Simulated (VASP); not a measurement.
# CoO (R-3m) in VASP: single point with PBEsol

Aim: the single point of CoO with PBEsol.

Everything below comes from runs of VASP 6.6.1. Logs are shortened: lines on timing, memory, paths and dates and some standing lists are left out, and cuts for length are marked.

### Step 1. The cell of the first run

The structure is trigonal, space group R-3m (No. 166). Conventional cell: a = 3.036 Å, b = 3.036 Å, c = 6.963 Å, α = 90.00°, β = 90.00°, γ = 120.00°. Within 3.1 Å of Co (site symmetry -3m) lie 6 O at 2.10 Å and 12 Co at 2.91 to 3.04 Å. Within 3.1 Å of O (site symmetry -3m) lie 6 Co at 2.10 Å and 12 O at 2.91 to 3.04 Å.

### Step 2. Single point, PBEsol, collinear spin, ferromagnetic start

Contents of INCAR:

```
SYSTEM = CoO
ALGO = Fast
EDIFF = 1E-7
ENCUT = 520
GGA = PS
ISIF = 2
ISMEAR = 0
ISPIN = 2
ISYM = 0
LASPH = .TRUE.
LCHARG = .TRUE.
LELF = .TRUE.
LMAXMIX = 4
LORBIT = 11
LREAL = .FALSE.
LVHAR = .TRUE.
LWAVE = .FALSE.
MAGMOM = 2.57 0.32
NBANDS = 18
NELM = 150
PREC = Accurate
SIGMA = 0.1
```

Contents of KPOINTS:

```
k-points
0
G
  12 12 15
  0 0 0
```

Contents of POSCAR:

```
CoO
1.0
    3.0358717253      0.0000000000      0.0000000000
   -1.5179358626      2.6291420367      0.0000000000
    1.5179358626      0.8763806789      2.3209878500
Co O
1 1
Direct
    0.0000000000      0.0000000000      0.0000000000
    0.0000000000      0.5000000000      0.5000000000
```

Potentials or basis: VASP PAW PBE potentials, release 64 (Co, O).

Command:

```console
> cat potpaw_PBE.64/Co/POTCAR potpaw_PBE.64/O/POTCAR > POTCAR
> mpirun -np 1 vasp_std > vasp.out
```

OUTCAR:

```text
SYSTEM = CoO
   EDIFF = 1E-7
   ENCUT = 520
   GGA = PS
   ISIF = 2
   ISMEAR = 0
   ISPIN = 2
   ISYM = 0
   LASPH = .TRUE.
   LORBIT = 11
   LREAL = .FALSE.
   NELM = 150
   PREC = Accurate

 ion  position               nearest neighbor table
   1  0.000  0.000  0.000-   2 2.10   2 2.10   2 2.10   2 2.10   2 2.10   2 2.10
   2  0.000  0.500  0.500-   1 2.10   1 2.10   1 2.10   1 2.10   1 2.10   1 2.10

IMPORTANT INFORMATION: All symmetrisations will be switched off!
NOSYMM: (Re-)initialisation of all symmetry stuff for point group C_1.

----------------------------------------------------------------------------------------

                                     Primitive cell

  volume of cell :      18.5255

  direct lattice vectors                    reciprocal lattice vectors
     3.035871725  0.000000000  0.000000000     0.329394681  0.190176108 -0.287234018
    -1.517935863  2.629142037  0.000000000     0.000000000  0.380352216 -0.143617009
     1.517935863  0.876380679  2.320987850     0.000000000  0.000000000  0.430851028

  length of vectors
     3.035871725  3.035871725  2.908462992     0.476624789  0.406563222  0.430851028

  position of ions in fractional coordinates (direct lattice)
     0.000000000  0.000000000  0.000000000
     0.000000000  0.500000000  0.500000000

  ion indices of the primitive-cell ions
   primitive index   ion index
                 1           1
                 2           2

----------------------------------------------------------------------------------------

 KPOINTS: k-points

Automatic generation of k-mesh.
 Grid dimensions read from file:
 generate k-points for:   12   12   15

 Generating k-lattice:

  Cartesian coordinates                     Fractional coordinates (reciprocal lattice)
     0.027449557  0.015848009 -0.023936168     0.083333333  0.000000000  0.000000000
     0.000000000  0.031696018 -0.011968084     0.000000000  0.083333333  0.000000000
     0.000000000  0.000000000  0.028723402     0.000000000  0.000000000  0.066666667

  Length of vectors
     0.039718732  0.033880269  0.028723402

  Shift w.r.t. Gamma in fractional coordinates (k-lattice)
     0.000000000  0.000000000  0.000000000

 -----------------------------------------------------------------------------
|                                                                             |
|           W    W    AA    RRRRR   N    N  II  N    N   GGGG   !!!           |
|           W    W   A  A   R    R  NN   N  II  NN   N  G    G  !!!           |
|           W    W  A    A  R    R  N N  N  II  N N  N  G       !!!           |
|           W WW W  AAAAAA  RRRRR   N  N N  II  N  N N  G  GGG   !            |
|           WW  WW  A    A  R   R   N   NN  II  N   NN  G    G                |
|           W    W  A    A  R    R  N    N  II  N    N   GGGG   !!!           |
[... 92 lines left out ...]
   IVDW    =     0    specifies the selected vdW correction
   LEPSILON=     F    determine dielectric tensor
   LRPA    =     F    only Hartree local field effects (RPA)
 spin polarized calculation
 RMM-DIIS sequential band-by-band and
 Gauss-broadening in eV      SIGMA  =   0.10
  energy-cutoff  :      520.00
  volume of cell :       18.53
 maximum number of plane-waves:       513
   NGX = 11   NGY = 11   NGZ = 11

 number of electron      15.0000002 magnetization       2.8230666

 Free energy of the ion-electron system (eV)
  ---------------------------------------------------
  ext. energy  EPLUGINS =         0.00000000
  ---------------------------------------------------
  free energy    TOTEN  =       -13.99874314 eV

  energy without entropy =      -13.98064438  energy(sigma->0) =      -13.98969376

 E-fermi :   8.3995     XC(G=0): -12.9091

 val. band max:        8.3994439413   @ k =  -0.4167   0.4167   0.2667
 cond. band min:       8.3994867702   @ k =   0.0000  -0.4167   0.2667
 fundamental gap:      0.0000428289
 Fermi energy:         8.3994823165

 spin component 1

 k-point     1 :       0.0000    0.0000    0.0000
  band No.  band energies     occupation
      1     -12.1926      1.00000
      2       4.8940      1.00000
      3       4.8940      1.00000
      4       5.0443      1.00000
      5       5.0445      1.00000
      6       5.2099      1.00000
[... 493 lines left out ...]
     17      38.3171      0.00000
     18      39.9444      0.00000

 [... further k-points ...]

 spin component 2

 k-point     1 :       0.0000    0.0000    0.0000
  band No.  band energies     occupation
      1     -11.6898      1.00000
      2       5.4510      1.00000
      3       5.4510      1.00000
      4       5.9015      1.00000
      5       7.0865      1.00000
      6       7.0867      1.00000
[... 493 lines left out ...]
     17      38.9125      0.00000
     18      40.6104      0.00000

 [... further k-points ...]

------------------------ aborting loop because EDIFF is reached ----------------------------------------

  FORCE on cell =-STRESS in cart. coord.  units (eV):
  Direction    XX          YY          ZZ          XY          YZ          ZX
  --------------------------------------------------------------------------------------
  -------------------------------------------------------------------------------------
  Total       -0.5241113     -0.5219163     -0.7056472     -0.0017300      0.0007775      0.0011093
  in kB      -45.3277104    -45.1378778    -61.0278239     -0.1496190      0.0672387      0.0959369
  external PRESSURE =     -50.4978040 kB  Pullay stress =       0.0000000 kB

 VOLUME and BASIS-vectors are now :
 -----------------------------------------------------------------------------
  energy-cutoff  :      520.00
  volume of cell :       18.53
      direct lattice vectors                 reciprocal lattice vectors
     3.035871725  0.000000000  0.000000000     0.329394681  0.190176108 -0.287234018
    -1.517935863  2.629142037  0.000000000     0.000000000  0.380352216 -0.143617009
     1.517935863  0.876380679  2.320987850     0.000000000  0.000000000  0.430851028

 POSITION                                       TOTAL-FORCE (eV/Angst)
 -----------------------------------------------------------------------------------
      0.00000      0.00000      0.00000        -0.000000     -0.000000     -0.000000
      0.00000      1.75276      1.16049         0.000000      0.000000      0.000000
 -----------------------------------------------------------------------------------
    total drift:                               -0.000000      0.000000     -0.000000

  FREE ENERGIE OF THE ION-ELECTRON SYSTEM (eV)
  ---------------------------------------------------
  free  energy   TOTEN  =       -13.9987431386 eV

  energy  without entropy=      -13.9806443801  energy(sigma->0) =      -13.98969376

 total charge

# of ion       s       p       d       tot
------------------------------------------
    1        0.310   0.389   7.179   7.878
    2        1.552   3.415   0.000   4.967
--------------------------------------------------
tot          1.861   3.804   7.179  12.845

 magnetization (x)

# of ion       s       p       d       tot
------------------------------------------
    1        0.020   0.019   2.444   2.482
    2        0.030   0.262   0.000   0.292
--------------------------------------------------
tot          0.050   0.280   2.444   2.774
```

OSZICAR:

```text
N       E                     dE             d eps       ncg     rms          rms(c)
DAV:   1     0.760284389978E+02    0.76028E+02   -0.66352E+03 81376   0.968E+02
DAV:   2    -0.117404824030E+02   -0.87769E+02   -0.75676E+02 82346   0.222E+02
DAV:   3    -0.164240806344E+02   -0.46836E+01   -0.45544E+01 91190   0.547E+01
DAV:   4    -0.164708840020E+02   -0.46803E-01   -0.46768E-01 94694   0.520E+00
DAV:   5    -0.164719265214E+02   -0.10425E-02   -0.10424E-02 95338   0.766E-01    0.159E+01
RMM:   6    -0.153126424502E+02    0.11593E+01   -0.58158E+00 91656   0.216E+01    0.200E+01
RMM:   7    -0.141204358718E+02    0.11922E+01   -0.12036E+00 90710   0.989E+00    0.780E+00
RMM:   8    -0.140114797343E+02    0.10896E+00   -0.32617E-02100717   0.158E+00    0.434E+00
RMM:   9    -0.140025624298E+02    0.89173E-02   -0.30719E-02 95960   0.132E+00    0.165E+00
RMM:  10    -0.140002611660E+02    0.23013E-02   -0.60280E-03103868   0.836E-01    0.796E-01
RMM:  11    -0.139987235613E+02    0.15376E-02   -0.42147E-03 96788   0.558E-01    0.164E-01
RMM:  12    -0.139987722476E+02   -0.48686E-04   -0.28688E-04112066   0.143E-01    0.830E-02
RMM:  13    -0.139987535500E+02    0.18698E-04   -0.58477E-05120942   0.493E-02    0.644E-02
RMM:  14    -0.139987431891E+02    0.10361E-04   -0.13841E-05115728   0.257E-02    0.158E-02
RMM:  15    -0.139987428450E+02    0.34412E-06   -0.46332E-06116923   0.137E-02    0.751E-03
RMM:  16    -0.139987431453E+02   -0.30034E-06   -0.14737E-06118078   0.712E-03    0.714E-03
RMM:  17    -0.139987431386E+02    0.67103E-08   -0.20589E-07 94556   0.319E-03
   1 F= -.13998743E+02 E0= -.13989694E+02  d E =-.180988E-01  mag=     2.8231
```

stdout:

```text
POSCAR found type information on POSCAR CoO
 POSCAR found :  2 types and       2 ions
 scaLAPACK will be used
 -----------------------------------------------------------------------------
|                                                                             |
|                                                                             |
|     You enforced a specific xc type in the INCAR file but a different       |
[... 52 lines left out ...]
WARNING in EDDRMM: call to ZHEGV failed, returncode =   6  3     16
WARNING in EDDRMM: call to ZHEGV failed, returncode =   8  4     16
WARNING in EDDRMM: call to ZHEGV failed, returncode =   6  3     16
WARNING in EDDRMM: call to ZHEGV failed, returncode =   8  4     16
WARNING in EDDRMM: call to ZHEGV failed, returncode =   6  3     15
WARNING in EDDRMM: call to ZHEGV failed, returncode =   8  4     16
WARNING in EDDRMM: call to ZHEGV failed, returncode =   8  4     15
```

Run time: 25 min. Hardware: 1 thread of Oxide Virtual Turin-like, shared host; peak memory 0.57 GiB.

Results:

- Free energy: -13.9987 eV
- Pressure: -5.0 GPa
- Net moment: 2.82 μB per cell
- Site moments: Co +2.48; O +0.29 μB
- Valence electrons inside the program's atomic spheres: Co 7.88; O 4.97

Levels at points of the mesh, in eV from the Fermi level:
Spin up:
```csv
k point,band 5,band 6,band 7,band 8,band 9,band 10,band 11,band 12,band 13,band 14
"(0.00, 0.00, 0.00)",-3.35,-3.19,-3.19,-3.10,-2.96,1.09,16.66,17.69,17.69,19.59
"(0.50, 0.00, 0.00)",-4.12,-2.89,-2.31,-2.06,-2.04,5.99,9.86,11.76,15.54,16.65
"(0.00, 0.50, 0.00)",-2.50,-2.31,-1.81,0.11,0.23,5.08,9.34,13.42,14.43,21.14
"(0.50, 0.50, 0.00)",-2.50,-2.31,-1.81,0.11,0.23,5.08,9.34,13.42,14.43,21.14
```
Spin down:
| k point | band 2 | band 3 | band 4 | band 5 | band 6 | band 7 | band 8 | band 9 | band 10 | band 11 |
| --- | --- | --- | --- | --- | --- | --- | --- | --- | --- | --- |
| (0.00, 0.00, 0.00) | -2.95 | -2.95 | -2.50 | -1.31 | -1.31 | -1.04 | -0.19 | -0.19 | 1.65 | 16.63 |
| (0.50, 0.00, 0.00) | -6.83 | -4.38 | -3.85 | -2.45 | 0.12 | 0.12 | 0.35 | 0.84 | 6.82 | 10.33 |
| (0.00, 0.50, 0.00) | -8.13 | -5.11 | -4.68 | -0.30 | -0.21 | 0.28 | 2.54 | 2.67 | 5.38 | 10.11 |
| (0.50, 0.50, 0.00) | -8.13 | -5.11 | -4.68 | -0.30 | -0.21 | 0.28 | 2.54 | 2.67 | 5.38 | 10.11 |

Caveat: the cell stands under tension; the PAW data sets were made with another functional, which shifts forces and pressure a little; a cell with one magnetic atom can't hold antiferromagnetic order, which such compounds often take; semilocal functionals often make such compounds metallic where correlation or magnetic order opens a gap, which also shifts bond lengths. With open d or f shells a metallic result of PBEsol can be an artefact of self-interaction; +U or a hybrid may open a gap.
